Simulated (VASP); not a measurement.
# Mg (P6_3/mmc) in VASP: settings compared

Mg is run at these levels: PBE, LDA; tasks: single point.

All numbers are computed with VASP 6.6.1; they aren't measurements. Logs are shortened: lines on timing, memory, paths and dates and some standing lists are left out, and cuts for length are marked.

## Step 1: The cell of the first run

The structure is hexagonal, space group P6_3/mmc (No. 194). The conventional cell has a = 3.188 Å, b = 3.188 Å, c = 5.175 Å, α = 90.00°, β = 90.00°, γ = 120.00°. Within 4.2 Å of Mg (site symmetry -6m2) lie 12 Mg at 3.18 to 3.19 Å.

## Step 2: Single point, PBE

Input file INCAR:

```
SYSTEM = Mg
PREC = Accurate ; ENCUT = 520
EDIFF = 1E-6 ; ISMEAR = -1
SIGMA = 0.05 ; LREAL = .FALSE.
LASPH = .TRUE. ; NELM = 60
ALGO = Normal ; ISIF = 2
LWAVE = .FALSE. ; LCHARG = .FALSE.
GGA = PE ; NBANDS = 9
```

Input file KPOINTS:

```
Automatic mesh
0
G
  10 10 5
  0 0 0
```

Input file POSCAR:

```
Mg
1.0
    3.1877604248      0.0000000000      0.0000000000
   -1.5938802124      2.7606815091      0.0000000000
    0.0000000000      0.0000000000      5.1753304900
Mg
2
Direct
    0.6666666667      0.3333333333      0.7500000000
    0.3333333333      0.6666666667      0.2500000000
```

Potentials or basis: VASP PAW PBE potentials, release 64 (Mg).

Launch:

```
cat potpaw_PBE.64/Mg/POTCAR > POTCAR
mpirun -np 1 vasp_std > vasp.out
```

OUTCAR:

```text
SYSTEM = Mg
   PREC = Accurate
   ENCUT = 520
   EDIFF = 1E-6
   ISMEAR = -1
   LREAL = .FALSE.
   LASPH = .TRUE.
   NELM = 60
   ISIF = 2
   GGA = PE

 ion  position               nearest neighbor table
   1  0.667  0.333  0.750-   2 3.18   2 3.18   2 3.18   2 3.18   2 3.18   2 3.18
   2  0.333  0.667  0.250-   1 3.18   1 3.18   1 3.18   1 3.18   1 3.18   1 3.18

  LATTYP: Found a hexagonal cell.
 ALAT       =     3.1877604248
 C/A-ratio  =     1.6235004518

  Lattice vectors:

 A1 = (   3.1877604248,   0.0000000000,   0.0000000000)
 A2 = (  -1.5938802124,   2.7606815091,   0.0000000000)
 A3 = (   0.0000000000,   0.0000000000,   5.1753304900)

Analysis of symmetry for initial positions (statically):
=====================================================================
 Subroutine PRICEL returns:
 Original cell was already a primitive cell.

 Routine SETGRP: Setting up the symmetry group for a
 hexagonal supercell.

 Subroutine GETGRP returns: Found 24 space group operations
 (whereof 12 operations were pure point group operations)
 out of a pool of 24 trial point group operations.

The static configuration has the point symmetry D_3d.
 The point group associated with its full space group is D_6h.

Analysis of symmetry for dynamics (positions and initial velocities):
=====================================================================
 Subroutine PRICEL returns:
 Original cell was already a primitive cell.

 Routine SETGRP: Setting up the symmetry group for a
 hexagonal supercell.

 Subroutine GETGRP returns: Found 24 space group operations
 (whereof 12 operations were pure point group operations)
 out of a pool of 24 trial point group operations.

The dynamic configuration has the point symmetry D_3d.
 The point group associated with its full space group is D_6h.

 Subroutine INISYM returns: Found 24 space group operations
 (whereof 12 operations are pure point group operations),
 and found     1 'primitive' translations

----------------------------------------------------------------------------------------

                                     Primitive cell

  volume of cell :      45.5449

  direct lattice vectors                    reciprocal lattice vectors
     3.187760425  0.000000000  0.000000000     0.313699860  0.181114699  0.000000000
    -1.593880212  2.760681509  0.000000000     0.000000000  0.362229398  0.000000000
     0.000000000  0.000000000  5.175330490     0.000000000  0.000000000  0.193224375

  length of vectors
     3.187760425  3.187760425  5.175330490     0.362229398  0.362229398  0.193224375

  position of ions in fractional coordinates (direct lattice)
     0.666666667  0.333333333  0.750000000
     0.333333333  0.666666667  0.250000000

  ion indices of the primitive-cell ions
   primitive index   ion index
                 1           1
                 2           2

----------------------------------------------------------------------------------------

 KPOINTS: Automatic mesh

Automatic generation of k-mesh.
 Grid dimensions read from file:
 generate k-points for:   10   10    5

 Generating k-lattice:

  Cartesian coordinates                     Fractional coordinates (reciprocal lattice)
     0.031369986  0.018111470  0.000000000     0.100000000  0.000000000  0.000000000
     0.000000000  0.036222940  0.000000000     0.000000000  0.100000000  0.000000000
     0.000000000  0.000000000  0.038644875     0.000000000  0.000000000  0.200000000

  Length of vectors
     0.036222940  0.036222940  0.038644875

  Shift w.r.t. Gamma in fractional coordinates (k-lattice)
     0.000000000  0.000000000  0.000000000

 Subroutine IBZKPT returns following result:
 ===========================================

 Found     42 irreducible k-points:

 Following reciprocal coordinates:
            Coordinates               Weight
  0.000000  0.000000  0.000000      1.000000
  0.100000  0.000000  0.000000      6.000000
  0.200000  0.000000  0.000000      6.000000
  0.300000  0.000000  0.000000      6.000000
  0.400000  0.000000  0.000000      6.000000
  0.500000  0.000000  0.000000      3.000000
[... 16 lines left out ...]
  0.300000  0.100000  0.200000     24.000000
  0.400000  0.100000  0.200000     24.000000
 [... further k-points ...]
   k-points           NKPTS =     42   k-points in BZ     NKDIM =     42   number of bands    NBANDS=      9
   number of dos      NEDOS =    301   number of ions     NIONS =      2
   total plane-waves  NPLWV =  23040
   dimension x,y,z NGX =    24 NGY =   24 NGZ =   40
   dimension x,y,z NGXF=    48 NGYF=   48 NGZF=   80
   ions per type =               2
   NGX,Y,Z   is equivalent  to a cutoff of  12.52, 12.52, 12.85 a.u.
   NGXF,Y,Z  is equivalent  to a cutoff of  25.03, 25.03, 25.70 a.u.
 SYSTEM =  Mg
   PREC   = accura    normal or accurate (medium, high low for compatibility)
   ISTART =      0    job   : 0-new  1-cont  2-samecut
   ICHARG =      2    charge: 1-file 2-atom 10-const
   ISPIN  =      1    spin polarized calculation?
   LNONCOLLINEAR =      F non collinear calculations
   LSORBIT =      F    spin-orbit coupling
   LASPH  =      T    aspherical Exc in radial PAW
   ENCUT  =  520.0 eV  38.22 Ry    6.18 a.u.   5.93  5.93  9.62*2*pi/ulx,y,z
   NELM   =     60;   NELMIN=  2; NELMDL= -5     # of ELM steps
   EDIFF  = 0.1E-05   stopping-criterion for ELM
   LREAL  =      F    real-space projection
   EDIFFG = 0.1E-04   stopping-criterion for IOM
   NSW    =      0    number of steps for IOM
   IBRION =     -1    ionic relax: 0-MD 1-quasi-New 2-CG
   NFREE  =      0    steps in history (QN), initial steepest desc. (CG)
   ISIF   =      2    stress and relaxation
   ISYM   =      2    0-nonsym 1-usesym 2-fastsym
   POTIM  = 0.5000    time-step for ionic-motion
   TEBEG  =    0.0;   TEEND  =   0.0 temperature during run
   PSTRESS=    0.0 pullay stress
   NELECT =       4.0000    total number of electrons
   NUPDOWN=      -1.0000    fix difference up-down
   EMIN   =  10.00;   EMAX   =-10.00  energy-range for DOS
   EFERMI =   0.00;   METHOD = LEGACY
   ISMEAR =    -1;   SIGMA  =   0.05  broadening in eV -4-tet -1-fermi 0-gaus
   EFERMI_NEDOS =   21; number of points for ismear=-14 and -15
   IALGO  =     38    algorithm
   IMIX   =      4    mixing-type and parameters
     AMIX     =   0.40;   BMIX     =  1.00
     AMIX_MAG =   1.60;   BMIX_MAG =  1.00
  volume/ion in A,a.u.               =      22.77       153.68
  Fermi-wavevector in a.u.,A,eV,Ry     =   0.727693  1.375140  7.204788  0.529537
  Thomas-Fermi vector in A             =   1.818980
   LORBIT       =      0    0 simple, 1 ext, 2 COOP (PROOUT), +10 PAW based schemes
   GGA     = PE    functional components
   LHFCALC =     F    Hartree Fock is set to
   AEXX    =    0.0000 exact exchange contribution
   IVDW    =     0    specifies the selected vdW correction
   LEPSILON=     F    determine dielectric tensor
   LRPA    =     F    only Hartree local field effects (RPA)
 non-spin polarized calculation
  energy-cutoff  :      520.00
  volume of cell :       45.54
 maximum number of plane-waves:      1244
 NGX is ok and might be reduce to    24
   NGX = 11   NGY = 11   NGZ = 19

 number of electron       4.0000000 magnetization

 Free energy of the ion-electron system (eV)
  ---------------------------------------------------
  ext. energy  EPLUGINS =         0.00000000
  ---------------------------------------------------
  free energy    TOTEN  =        -3.00729645 eV

  energy without entropy =       -2.99563558  energy(sigma->0) =       -3.00146601

 E-fermi :   2.7025     XC(G=0):  -8.5160

 val. band max:        2.6624449488   @ k =   0.4000   0.1000   0.4000
 cond. band min:       2.7245200516   @ k =   0.3000   0.3000   0.0000
 fundamental gap:      0.0620751028
 Fermi energy:         2.7025158302

 k-point     1 :       0.0000    0.0000    0.0000
  band No.  band energies     occupation
      1      -4.2908      2.00000
      2       0.9796      2.00000
      3       1.4338      2.00000
      4      13.6612      0.00000
      5      13.6612      0.00000
      6      13.7916      0.00000
      7      13.7916      0.00000
      8      14.5533      0.00000
      9      16.1742      0.00000

 k-point     2 :       0.1000    0.0000    0.0000
  band No.  band energies     occupation
      1      -4.0930      2.00000
      2       1.1603      2.00000
      3       1.6258      2.00000
      4      10.8656      0.00000
      5      12.2386      0.00000
      6      13.0332      0.00000
      7      15.4446      0.00000
      8      15.4629      0.00000
      9      15.5847      0.00000

 k-point     3 :       0.2000    0.0000    0.0000
  band No.  band energies     occupation
      1      -3.5019      2.00000
      2       1.7029      2.00000
      3       2.1899      1.99993
      4       7.8798      0.00000
      5      11.0801      0.00000
      6      11.5249      0.00000
      7      12.6185      0.00000
      8      13.8605      0.00000
      9      15.6332      0.00000

 k-point     4 :       0.3000    0.0000    0.0000
  band No.  band energies     occupation
      1      -2.5249      2.00000
      2       2.6084      1.73592
      3       3.0414      0.00228
      4       5.2508      0.00000
      5       9.8528      0.00000
      6       9.9072      0.00000
      7      10.2541      0.00000
      8      12.2034      0.00000
      9      14.7014      0.00000
[... 205 lines left out ...]
 k-point    22 :       0.2000    0.1000    0.2000
  band No.  band energies     occupation
      1      -2.6925      2.00000
      2       0.5694      2.00000
      3       4.7457      0.00000
      4       6.8471      0.00000
      5       8.5227      0.00000
      6      10.0004      0.00000
      7      11.6288      0.00000
      8      13.5901      0.00000
      9      13.9039      0.00000

 k-point    23 :       0.3000    0.1000    0.2000
  band No.  band energies     occupation
      1      -1.5316      2.00000
      2       1.6674      2.00000
      3       4.1075      0.00000
      4       5.9819      0.00000
      5       7.0647      0.00000
      6       8.2887      0.00000
      7      10.8312      0.00000
      8      11.7023      0.00000
      9      13.6093      0.00000

 k-point    24 :       0.4000    0.1000    0.2000
  band No.  band energies     occupation
      1      -0.0091      2.00000
      2       1.8101      2.00000
      3       3.2842      0.00002
      4       5.0324      0.00000
      5       6.9870      0.00000
      6       8.0032      0.00000
      7       9.5268      0.00000
      8      10.7879      0.00000
      9      13.2971      0.00000

 [... further k-points ...]

------------------------ aborting loop because EDIFF is reached ----------------------------------------

  FORCE on cell =-STRESS in cart. coord.  units (eV):
  Direction    XX          YY          ZZ          XY          YZ          ZX
  --------------------------------------------------------------------------------------
  -------------------------------------------------------------------------------------
  Total       -0.0442848     -0.0442848      0.2761859     -0.0000000      0.0000000      0.0000000
  in kB       -1.5578484     -1.5578484      9.7156533     -0.0000000      0.0000000      0.0000000
  external PRESSURE =       2.1999855 kB  Pullay stress =       0.0000000 kB

 VOLUME and BASIS-vectors are now :
 -----------------------------------------------------------------------------
  energy-cutoff  :      520.00
  volume of cell :       45.54
      direct lattice vectors                 reciprocal lattice vectors
     3.187760425  0.000000000  0.000000000     0.313699860  0.181114699  0.000000000
    -1.593880212  2.760681509  0.000000000     0.000000000  0.362229398  0.000000000
     0.000000000  0.000000000  5.175330490     0.000000000  0.000000000  0.193224375

 POSITION                                       TOTAL-FORCE (eV/Angst)
 -----------------------------------------------------------------------------------
      1.59388      0.92023      3.88150        -0.000000      0.000000      0.000000
     -0.00000      1.84045      1.29383         0.000000      0.000000      0.000000
 -----------------------------------------------------------------------------------
    total drift:                                0.000000     -0.000000      0.000000

  FREE ENERGIE OF THE ION-ELECTRON SYSTEM (eV)
  ---------------------------------------------------
  free  energy   TOTEN  =        -3.0072964501 eV

  energy  without entropy=       -2.9956355776  energy(sigma->0) =       -3.00146601
```

Wall time 4.4 s (1 thread of Intel Xeon 6975P-C (Granite Rapids), shared host); peak memory 0.16 GiB.

What came out:

```yaml
Free_energy: -3.0073 eV
Pressure: 0.2 GPa
Band_gap_on_the_k_mesh: zero (band 2 reaches 3.33 eV, above the bottom of band 3 at 1.43 eV)
```

(Part 1 of 2 ends here.)
